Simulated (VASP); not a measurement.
A run of VASP 6.6.1 is set up as follows.

The input INCAR:

```
PREC = Accurate ; ENCUT = 500
EDIFF = 1E-6 ; ISMEAR = -4
SIGMA = 0.1 ; LREAL = F
LASPH = T ; NELM = 120
ALGO = Normal ; ISIF = 2
LWAVE = F ; LCHARG = T
GGA = PE ; LELF = T
LVHAR = T ; NBANDS = 21
GGA_COMPAT = F
```

KPOINTS

```
Automatic mesh
0
Gamma
  14 14 14
```

The input POSCAR:

```
Ge
1.0
    0.0000000000      2.8805347719      2.8805347719
    2.8805347719      0.0000000000      2.8805347719
    2.8805347719      2.8805347719      0.0000000000
Ge
2
Direct
    0.5000000000      0.5000000000      0.5000000000
    0.7500000000      0.7500000000      0.7500000000
```

Potentials or basis: VASP PAW PBE potentials, release 64 (Ge_d).

Run with:

```bash
$ cat potpaw_PBE.64/Ge_d/POTCAR > POTCAR
$ mpirun -np 1 vasp_std > vasp.out
```

Predict the band gap on the k mesh.

zero (filled and empty bands touch).

Estimate the pressure.

-0.2 GPa.

**What was measured.**

“Electronic and optical properties of SixGe1-x-ySny alloys lattice-matched to Ge”, 2021, arxiv:2109.02782 reports, for a bulk crystal of Ge at 293 K: band gap 0.666 eV (indirect).

A measured gap of Ge is 0.666 eV (indirect; 293 K; “Electronic and optical properties of SixGe1-x-ySny alloys lattice-matched to Ge”, 2021, arxiv:2109.02782); the calculated 0.00 eV misses it by -0.67 eV. 3 values of this kind are on record (0.666 to 0.807 eV); this one was drawn at random among those near their median. Spin-orbit coupling on Ge is left out. The value is that of PBE on a finite k mesh, which can miss the band edges, without temperature or zero-point motion. Semilocal functionals fall short of measured gaps as a rule.
